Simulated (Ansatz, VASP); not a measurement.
**CoSi2: VASP beside Ansatz**

```
CELL_PARAMETERS angstrom
0.00000 2.74276 2.55501
2.74276 0.00000 2.55501
2.74276 2.74276 0.00000
ATOMIC_POSITIONS crystal
Co 0.00000 0.00000 0.00000
Si 0.23470 0.23470 0.26530
Si 0.76530 0.76530 0.73470
```

Change from the starting cell: mode 6 frozen in at -0.082 Å, strain +e along z and -e/2 along x and y -0.0467.

Alike in both runs: task single point; functional PBE; k mesh 12 × 12 × 12; occupations gaussian, width 0.15 eV; no spin polarisation.

```csv
,VASP,Ansatz
version,VASP 6.6.1,Ansatz 0.2.0
potentials or method,"VASP PAW PBE potentials, release 64 (Co, Si), cutoff 520 eV","scalar-relativistic, plane waves, PAW"
valence electrons in the cell,17,25
```

|  | VASP | Ansatz | Ansatz less VASP |
| --- | --- | --- | --- |
| gap on the k mesh at the Fermi level (eV) | none | none | - |
| pressure (GPa) | 1.7 | 2.0 | +0.32 |
| traceless stress, the component that is largest in VASP (GPa) | 6.84 | 6.85 | +0.009 |
| rms of the force components (eV/Å) | 0.601 | 0.603 | +0.0021 |

Atom by atom the forces differ by 0.002 eV/Å (rms over components). A gap of «none» marks a metal or a gap that the smearing closes. VASP's potentials hold 17 valence electrons a cell and Ansatz's 25, so a difference there can come from the potentials and not from the codes.
